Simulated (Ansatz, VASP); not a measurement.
## SnO in VASP and in Ansatz

Contents of INCAR:

```
PREC = Accurate ; ENCUT = 520
EDIFF = 1E-6 ; ISMEAR = -1
SIGMA = 0.02 ; LREAL = False
LASPH = True ; NELM = 60
ALGO = Normal ; ISIF = 2
LWAVE = False ; LCHARG = False
GGA = PE ; NBANDS = 28
```

File KPOINTS:

```
regular mesh
0
Gamma
  8 4 6
```

The input POSCAR:

```
SnO
1.0
    3.4263210296      0.0000000000      0.0000000000
    0.0000000000      5.9724673623      0.0000000000
    0.0000000000      0.0000000000      4.1500371979
Sn O
2 2
Direct
    0.0000000000      0.2166926976      0.5013626841
    0.5000000000      0.7833073024      0.0013626841
    0.0000000000      0.9084112015      0.7486383159
    0.5000000000      0.0915887985      0.2486383159
```

Input for Ansatz:

```yaml
crystal:
  lattice:
    - [3.4263210296, 0.0, 0.0]
    - [0.0, 5.9724673623, 0.0]
    - [0.0, 0.0, 4.1500371979]
  atoms:
    - { symbol: Sn, position: [0.0, 0.2166926976, 0.5013626841] }
    - { symbol: Sn, position: [0.5, 0.7833073024, 0.0013626841] }
    - { symbol: O, position: [0.0, 0.9084112015, 0.7486383159] }
    - { symbol: O, position: [0.5, 0.0915887985, 0.2486383159] }
kpoints:
  mp_grid: { grid: [8, 4, 6] }
  band_path:
    path:
      - [0.0, 0.0, 0.0]
      - [0.5, 0.0, 0.0]
      - [0.5, 0.5, 0.0]
      - [0.0, 0.5, 0.0]
      - [0.0, 0.0, 0.5]
      - [0.5, 0.0, 0.5]
      - [0.5, 0.5, 0.5]
      - [0.0, 0.5, 0.5]
      - [0.408854, -0.5, 0.0]
    npoints: 1
hamiltonian:
  xc: pbe
scf:
  occupations: { method: fermi_dirac, width: 0.02 }
  n_extra_bands: 5
output:
  forces: true
  stress: true
  eigenvalues: true
```

Change from the starting cell: hydrostatic strain +3.7%.

Alike in both runs: task single point; functional PBE; k mesh 8 × 4 × 6; occupations fermi-dirac, width 0.02 eV; no spin polarisation.

|  | VASP | Ansatz |
| --- | --- | --- |
| version | VASP 6.6.1 | Ansatz 0.2.0 |
| potentials or method | VASP PAW PBE potentials, release 64 (Sn_d, O) | plane waves, PAW |
| plane-wave cutoff (eV) | 520 | 420 |
| valence electrons in the cell | 40 | 40 |

```csv
,VASP,Ansatz,Ansatz less VASP
gap on the k mesh at the Fermi level (eV),1.70,1.71,+0.011
pressure (GPa),2.4,2.2,-0.21
"traceless stress, the component that is largest in VASP (GPa)",-0.90,-0.95,-0.049
rms of the force components (eV/Å),0.246,0.210,-0.0360
```

Atom by atom the forces differ by 0.037 eV/Å (rms over components).
